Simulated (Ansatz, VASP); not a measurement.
Two plane-wave programs on Ti

```
Ti
1.0
    -1.62589    1.70719    1.62589
     1.62589   -1.70719    1.62589
     1.62589    1.70719   -1.62589
Ti
1
Direct
  0.00000 0.00000 0.00000
```

Change from the starting cell: strain +0.0500 x Voigt [0, 1, 0, 0, 0, 0], atoms carried along.

Alike in both runs: task single point; functional r2SCAN; k mesh 26 × 26 × 26; occupations gaussian, width 0.15 eV; no spin polarisation.

|  | VASP | Ansatz |
| --- | --- | --- |
| version | VASP 6.6.1 | Ansatz 0.2.0 |
| potentials or method | VASP PAW PBE potentials, release 64 (Ti_sv), cutoff 520 eV | scalar-relativistic, plane waves, PAW |
| valence electrons in the cell | 12 | 12 |

Ansatz gave:

- gap on the k mesh at the Fermi level (eV): none
- pressure (GPa): -4.8
- traceless stress, the component that is largest in VASP (GPa): 1.19

**Question.** Which values does VASP return?

**Answer.** gap on the k mesh at the Fermi level (eV): none; pressure (GPa): -4.4; traceless stress, the component that is largest in VASP (GPa): 1.21.

VASP's potentials were made for PBE, not for r2SCAN. A gap of «none» marks a metal or a gap that the smearing closes.
